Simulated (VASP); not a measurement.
# ZnSiP2 (I-42d) in VASP: notebook, part 3 of 3

VASP 6.6.1. The steps go on from the part before.

## (5) Single point, PBE

This run uses another cell than the first one, of 19.34 Å³/atom.

Contents of INCAR:

```
PREC = Accurate ; ENCUT = 500
EDIFF = 1E-6 ; ISMEAR = -1
SIGMA = 0.02 ; LREAL = False
LASPH = True ; NELM = 120
ALGO = Normal ; ISIF = 2
LWAVE = False ; LCHARG = False
GGA = PE ; NBANDS = 36
GGA_COMPAT = False
```

Contents of KPOINTS:

```
regular mesh
0
Gamma
  6 6 6
```

Contents of POSCAR:

```
ZnSiP2
1.0
   -2.7092502229      2.7092502229      5.2696904165
    2.7092502229     -2.7092502229      5.2696904165
    2.7092502229      2.7092502229     -5.2696904165
Zn P Si
2 4 2
Direct
    0.0000000000      0.0000000000      0.0000000000
    0.7500000000      0.2500000000      0.5000000000
    0.3750000000      0.3923061849      0.5173061849
    0.1423061849      0.6250000000      0.0173061849
    0.8750000000      0.8576938151      0.4826938151
    0.6076938151      0.1250000000     -0.0173061849
    0.5000000000      0.5000000000      0.0000000000
    0.2500000000      0.7500000000      0.5000000000
```

Potentials or basis: VASP PAW PBE potentials, release 64 (Zn, P, Si).

The run is started by

```bash
cat potpaw_PBE.64/Zn/POTCAR potpaw_PBE.64/P/POTCAR potpaw_PBE.64/Si/POTCAR > POTCAR
mpirun -np 1 vasp_std > vasp.out
```

OUTCAR:

```text
PREC = Accurate
   ENCUT = 500
   EDIFF = 1E-6
   ISMEAR = -1
   LREAL = False
   LASPH = True
   NELM = 120
   ISIF = 2
   GGA = PE

 ion  position               nearest neighbor table
   1  0.000  0.000  0.000-   3 2.38   4 2.38   6 2.38   5 2.38
   2  0.750  0.250  0.500-   4 2.38   3 2.38   5 2.38   6 2.38
   3  0.375  0.392  0.517-   7 2.27   8 2.27   2 2.38   1 2.38
   4  0.142  0.625  0.017-   7 2.27   8 2.27   1 2.38   2 2.38
   5  0.875  0.858  0.483-   7 2.27   8 2.27   1 2.38   2 2.38
   6  0.608  0.125  0.983-   7 2.27   8 2.27   2 2.38   1 2.38
   7  0.500  0.500  0.000-   3 2.27   4 2.27   5 2.27   6 2.27
   8  0.250  0.750  0.500-   3 2.27   4 2.27   5 2.27   6 2.27

  LATTYP: Found a body centered tetragonal cell.
 ALAT       =     5.4185004458
 C/A-ratio  =     1.9450733535

  Lattice vectors:

 A1 = (  -2.7092502229,   2.7092502229,   5.2696904165)
 A2 = (   2.7092502229,  -2.7092502229,   5.2696904165)
 A3 = (   2.7092502229,   2.7092502229,  -5.2696904165)

Analysis of symmetry for initial positions (statically):
=====================================================================
 Subroutine PRICEL returns:
 Original cell was already a primitive cell.

 Routine SETGRP: Setting up the symmetry group for a
 body centered tetragonal supercell.

 Subroutine GETGRP returns: Found  8 space group operations
 (whereof  4 operations were pure point group operations)
 out of a pool of 16 trial point group operations.

The static configuration has the point symmetry S_4 .
 The point group associated with its full space group is D_2d.

Analysis of symmetry for dynamics (positions and initial velocities):
=====================================================================
 Subroutine PRICEL returns:
 Original cell was already a primitive cell.

 Routine SETGRP: Setting up the symmetry group for a
 body centered tetragonal supercell.

 Subroutine GETGRP returns: Found  8 space group operations
 (whereof  4 operations were pure point group operations)
 out of a pool of 16 trial point group operations.

The dynamic configuration has the point symmetry S_4 .
 The point group associated with its full space group is D_2d.

 Subroutine INISYM returns: Found  8 space group operations
 (whereof  4 operations are pure point group operations),
 and found     1 'primitive' translations

----------------------------------------------------------------------------------------

                                     Primitive cell

  volume of cell :     154.7189

  direct lattice vectors                    reciprocal lattice vectors
    -2.709250223  2.709250223  5.269690416     0.000000000  0.184552905  0.094882234
     2.709250223 -2.709250223  5.269690416     0.184552905  0.000000000  0.094882234
     2.709250223  2.709250223 -5.269690416     0.184552905  0.184552905  0.000000000

  length of vectors
     6.515344245  6.515344245  6.515344245     0.207514851  0.207514851  0.260997222

  position of ions in fractional coordinates (direct lattice)
     0.000000000  0.000000000  0.000000000
     0.750000000  0.250000000  0.500000000
     0.375000000  0.392306185  0.517306185
     0.142306185  0.625000000  0.017306185
     0.875000000  0.857693815  0.482693815
     0.607693815  0.125000000  0.982693815
[... 45 lines left out ...]
  0.500000 -0.000000  0.000000      4.000000
  0.166667  0.166667  0.000000      8.000000
  0.333333  0.166667  0.000000     16.000000
[... 16 lines left out ...]
 -0.333333 -0.333333  0.166667      8.000000
 -0.166667 -0.333333  0.166667      8.000000
 [... further k-points ...]
   k-points           NKPTS =     30   k-points in BZ     NKDIM =     30   number of bands    NBANDS=     36
   number of dos      NEDOS =    301   number of ions     NIONS =      8
   total plane-waves  NPLWV = 110592
   dimension x,y,z NGX =    48 NGY =   48 NGZ =   48
   dimension x,y,z NGXF=    96 NGYF=   96 NGZF=   96
   ions per type =               2   4   2
   NGX,Y,Z   is equivalent  to a cutoff of  12.25, 12.25, 12.25 a.u.
   NGXF,Y,Z  is equivalent  to a cutoff of  24.50, 24.50, 24.50 a.u.
 SYSTEM =  unknown system
   PREC   = accura    normal or accurate (medium, high low for compatibility)
   ISTART =      0    job   : 0-new  1-cont  2-samecut
   ICHARG =      2    charge: 1-file 2-atom 10-const
   ISPIN  =      1    spin polarized calculation?
   LNONCOLLINEAR =      F non collinear calculations
   LSORBIT =      F    spin-orbit coupling
   LASPH  =      T    aspherical Exc in radial PAW
   ENCUT  =  500.0 eV  36.75 Ry    6.06 a.u.  11.88 11.88 11.88*2*pi/ulx,y,z
   NELM   =    120;   NELMIN=  2; NELMDL= -5     # of ELM steps
   EDIFF  = 0.1E-05   stopping-criterion for ELM
   LREAL  =      F    real-space projection
   EDIFFG = 0.1E-04   stopping-criterion for IOM
   NSW    =      0    number of steps for IOM
   IBRION =     -1    ionic relax: 0-MD 1-quasi-New 2-CG
   NFREE  =      0    steps in history (QN), initial steepest desc. (CG)
   ISIF   =      2    stress and relaxation
   ISYM   =      2    0-nonsym 1-usesym 2-fastsym
   POTIM  = 0.5000    time-step for ionic-motion
   TEBEG  =    0.0;   TEEND  =   0.0 temperature during run
   PSTRESS=    0.0 pullay stress
   NELECT =      52.0000    total number of electrons
   NUPDOWN=      -1.0000    fix difference up-down
   EMIN   =  10.00;   EMAX   =-10.00  energy-range for DOS
   EFERMI =   0.00;   METHOD = LEGACY
   ISMEAR =    -1;   SIGMA  =   0.02  broadening in eV -4-tet -1-fermi 0-gaus
   EFERMI_NEDOS =   21; number of points for ismear=-14 and -15
   IALGO  =     38    algorithm
   IMIX   =      4    mixing-type and parameters
     AMIX     =   0.40;   BMIX     =  1.00
     AMIX_MAG =   1.60;   BMIX_MAG =  1.00
  volume/ion in A,a.u.               =      19.34       130.51
  Fermi-wavevector in a.u.,A,eV,Ry     =   1.138225  2.150934 17.627116  1.295556
  Thomas-Fermi vector in A             =   2.274930
   LORBIT       =      0    0 simple, 1 ext, 2 COOP (PROOUT), +10 PAW based schemes
   GGA     = PE    functional components
   LHFCALC =     F    Hartree Fock is set to
   AEXX    =    0.0000 exact exchange contribution
   IVDW    =     0    specifies the selected vdW correction
   LEPSILON=     F    determine dielectric tensor
   LRPA    =     F    only Hartree local field effects (RPA)
 non-spin polarized calculation
  energy-cutoff  :      500.00
  volume of cell :      154.72
 maximum number of plane-waves:      3946
   NGX = 23   NGY = 23   NGZ = 23

 number of electron      51.9999998 magnetization

 Free energy of the ion-electron system (eV)
  ---------------------------------------------------
  ext. energy  EPLUGINS =         0.00000000
  ---------------------------------------------------
  free energy    TOTEN  =       -37.20488411 eV

  energy without entropy =      -37.20488411  energy(sigma->0) =      -37.20488411

 E-fermi :   4.8173     XC(G=0):  -9.7043

 val. band max:        4.4155056606   @ k =   0.0000   0.0000   0.0000
 cond. band min:       5.7749865607   @ k =   0.0000   0.0000   0.0000
 fundamental gap:      1.3594809001
 Fermi energy:         4.8172984293

 k-point     1 :       0.0000    0.0000    0.0000
  band No.  band energies     occupation
      1      -8.4750      2.00000
      2      -5.6163      2.00000
      3      -5.6117      2.00000
      4      -5.6117      2.00000
      5      -4.0872      2.00000
      6      -2.3098      2.00000
[... 925 lines left out ...]
     35       9.1076      0.00000
     36       9.7412      0.00000

 [... further k-points ...]

------------------------ aborting loop because EDIFF is reached ----------------------------------------

  FORCE on cell =-STRESS in cart. coord.  units (eV):
  Direction    XX          YY          ZZ          XY          YZ          ZX
  --------------------------------------------------------------------------------------
  -------------------------------------------------------------------------------------
  Total        0.0089616      0.0089616     -0.0008196      0.0000000      0.0000000     -0.0000000
  in kB        0.0928008      0.0928008     -0.0084871      0.0000000      0.0000000     -0.0000000
  external PRESSURE =       0.0590381 kB  Pullay stress =       0.0000000 kB

 VOLUME and BASIS-vectors are now :
 -----------------------------------------------------------------------------
  energy-cutoff  :      500.00
  volume of cell :      154.72
      direct lattice vectors                 reciprocal lattice vectors
    -2.709250223  2.709250223  5.269690416     0.000000000  0.184552905  0.094882234
     2.709250223 -2.709250223  5.269690416     0.184552905  0.000000000  0.094882234
     2.709250223  2.709250223 -5.269690416     0.184552905  0.184552905  0.000000000

 POSITION                                       TOTAL-FORCE (eV/Angst)
 -----------------------------------------------------------------------------------
      0.00000      0.00000      0.00000         0.000000     -0.000000     -0.000000
     -0.00000      2.70925      2.63485        -0.000000     -0.000000      0.000000
      1.44840      1.35463      1.31742         0.029464     -0.000000      0.000000
      1.35463     -1.26085      3.95227        -0.000000      0.029464      0.000000
      1.26085      1.35463      6.58711        -0.029464     -0.000000     -0.000000
      1.35463      3.97010     -1.31742         0.000000     -0.029464     -0.000000
      0.00000      0.00000      5.26969         0.000000     -0.000000     -0.000000
      2.70925     -0.00000      2.63485         0.000000     -0.000000      0.000000
 -----------------------------------------------------------------------------------
    total drift:                                0.000001      0.000001     -0.000002

  FREE ENERGIE OF THE ION-ELECTRON SYSTEM (eV)
  ---------------------------------------------------
  free  energy   TOTEN  =       -37.2048841110 eV

  energy  without entropy=      -37.2048841110  energy(sigma->0) =      -37.20488411
```

Wall time 4.2 min (1 thread of Oxide Virtual Turin-like, shared host); peak memory 0.36 GiB.

Results:

* Free energy: -37.2049 eV
* Pressure: 0.0 GPa
* Largest force: 0.029 eV/Å
* Band gap on the k mesh: 1.36 eV

Forces on the atoms (eV/Å):
```
Zn   0.000  0.000  0.000
Zn   0.000  0.000  0.000
P    0.029  0.000  0.000
P    0.000  0.029  0.000
P   -0.029  0.000  0.000
P    0.000 -0.029  0.000
Si   0.000  0.000  0.000
Si   0.000  0.000  0.000
```

Levels at points of the mesh, in eV from the valence-band top:
```
           k point  band 24  band 25  band 26  band 27  band 28  band 29
(0.00, 0.00, 0.00)    -0.13    -0.13     0.00     1.36     1.91     2.43
(0.50, 0.00, 0.00)    -1.70    -1.41    -0.76     2.73     2.87     2.93
(0.50, 0.50, 0.00)    -1.02    -0.54    -0.54     1.92     1.92     3.13
(0.50, 0.50, 0.50)    -1.85    -1.08    -1.08     1.56     1.56     1.74
```

A k mesh can miss the band edges.

## (6) Summary

```csv
level,potentials or basis,cell,smearing,gap on the mesh (eV),pressure (GPa),largest force (eV/Å)
PBEsol,"VASP PAW PBE potentials, release 64 (Zn, P, Si)","a = 6.450 Å, angles 131.0, 131.0, 71.9°, 8 atoms, atomic positions A",fermi-dirac 0.02 eV,1.16,0.1,0.02
PBE,"VASP PAW PBE potentials, release 64 (Zn, P, Si)","a = 6.469 Å, angles 130.9, 130.9, 72.0°, 8 atoms, atomic positions B",fermi-dirac 0.02 eV,1.32,2.0,0.01
LDA,"VASP PAW LDA potentials, release 64 (Zn, P, Si)","a = 6.469 Å, angles 130.9, 130.9, 72.0°, 8 atoms, atomic positions B",gaussian 0.01 eV,1.19,-2.9,0.15
PBE,"VASP PAW PBE potentials, release 64 (Zn, P, Si)","a = 6.515 Å, angles 130.9, 130.9, 72.0°, 8 atoms, atomic positions C",fermi-dirac 0.02 eV,1.36,0.0,0.03
```

Alike in all rows: task single point; no spin polarisation; k mesh 6 × 6 × 6; cutoff (eV) 500.

Caveats: the PAW data sets were made with another functional, which shifts forces and pressure a little (at least some runs).

Total energies depend on the potentials used, so only differences within one code and one set of settings carry meaning.
